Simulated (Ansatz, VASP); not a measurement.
## Two plane-wave programs on LiH

```
Li H
1.0
     0.00000    2.14512    2.14512
     2.14512    0.00000    2.14512
     2.14512    2.14512    0.00000
Li H
1 1
Direct
  0.00000 0.00000 0.00000
  0.25000 0.25000 0.25000
```

Alike in both runs: task single point; functional PBE; k mesh 10 × 10 × 10; occupations fermi-dirac, width 0.02 eV; no spin polarisation.

```csv
,VASP,Ansatz
version,VASP 6.6.1,Ansatz 0.2.0
potentials or method,"VASP PAW PBE potentials, release 64 (Li_sv, H)","plane waves, PAW"
plane-wave cutoff (eV),520,420
valence electrons in the cell,4,4
```

```csv
,VASP,Ansatz,Ansatz less VASP
gap on the k mesh at the Fermi level (eV),4.24,4.23,-0.006
```

Noted on VASP's run: the cutoff is short for stress, so the pressure is rough.
